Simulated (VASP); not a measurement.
SrO:

```
Sr O
1.0
     0.00000    2.55291    2.55291
     2.55291    0.00000    2.55291
     2.55291    2.55291    0.00000
Sr O
1 1
Direct
  0.00000 0.00000 0.00000
  0.50000 0.50000 0.50000
```

| Quantity | Value |
| --- | --- |
| Program | VASP 6.6.1 |
| Task | relaxation of cell and atoms |
| Functional | PBE |
| Potentials or basis | VASP PAW PBE potentials, release 64 (Sr_sv, O) |
| Cutoff | 600 eV |
| k mesh | 8 × 8 × 8 |
| Occupations | fermi-dirac, width 0.02 eV |
| Spin | no spin polarisation |

At the start: pressure 5.5 GPa; volume 16.64 Å³/atom.

Task: Where does the relaxation end?

Result: Over 3 steps the energy falls by 15.9 meV/atom and the volume is 17.62 Å³/atom (+5.9 %); space group Fm-3m (No. 225, to 0.05 Å).

The path:
```tsv
step	energy change (eV)	largest force (eV/Å)	pressure (GPa)	volume (Å³)
1	0.0000	0.0000	5.48	33.28
2	-0.0266	0.0000	-1.91	36.09
3	-0.0318	0.0000	0.01	35.23
```

Final structure:
```
CELL_PARAMETERS angstrom
0.00000 2.60203 2.60203
2.60203 0.00000 2.60203
2.60203 2.60203 0.00000
ATOMIC_POSITIONS crystal
Sr 0.00000 0.00000 0.00000
O 0.50000 0.50000 0.50000
```
